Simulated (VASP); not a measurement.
Wanted: the native input for a VASP 6.6.1 run.

```
Task                   : single point
Functional             : PBEsol
Dispersion             : D4
Potentials or basis    : VASP PAW PBE potentials, release 64 (Bi_d)
Cutoff                 : 520 eV
k mesh                 : 7 × 7 × 7
Occupations            : fermi-dirac, width 0.15 eV
Spin                   : non-collinear spin, zero start, spin-orbit coupling
Starting moments       : [[0.0, 0.0, 0.0], [0.0, 0.0, 0.0]] μB
Dipole correction      : no
Further INCAR settings : ALGO = Normal; EDIFF = 1e-06; NBANDS = 42
```

The structure of Bi lies in POSCAR:

```
Bi
1.0
    2.2675000000      1.3091417354      3.9380000000
   -2.2675000000      1.3091417354      3.9380000000
    0.0000000000     -2.6182834708      3.9380000000
Bi
2
Direct
    0.7660000000      0.7660000000      0.7660000000
    0.2340000000      0.2340000000      0.2340000000
```

The input as run:

INCAR

```
SYSTEM = Bi
PREC = Accurate
ENCUT = 520
EDIFF = 1E-6
ISMEAR = -1
SIGMA = 0.15
LREAL = .False.
LASPH = .True.
NELM = 150
ALGO = Normal
ISIF = 2
LWAVE = .False.
LCHARG = .False.
MAGMOM = 0 0 0 0 0 0
LORBIT = 11
LSORBIT = .True.
GGA_COMPAT = .False.
LORBMOM = .True.
GGA = PS
IVDW = 13
NBANDS = 42
```

KPOINTS

```
regular mesh
0
Gamma
  7 7 7
  0 0 0
```

Potentials or basis: VASP PAW PBE potentials, release 64 (Bi_d).

Command:

```bash
$ cat potpaw_PBE.64/Bi_d/POTCAR > POTCAR
$ mpirun -np 1 vasp_ncl > vasp.out
```

It gave:

The pressure is -0.7 GPa. The largest force is 0.138 eV/Å. The net moment is 0.00 μB per cell, the valence electrons inside the program's atomic spheres are Bi 12.80 and the dispersion energy per atom is -0.284 eV.

Caveat: the PAW data sets were made with another functional, which shifts forces and pressure a little.

Run time: 2.3 min on 1 thread of Intel(R) Xeon(R) Platinum 8488C (Sapphire Rapids), with other jobs on the host, peak memory 0.46 GiB.
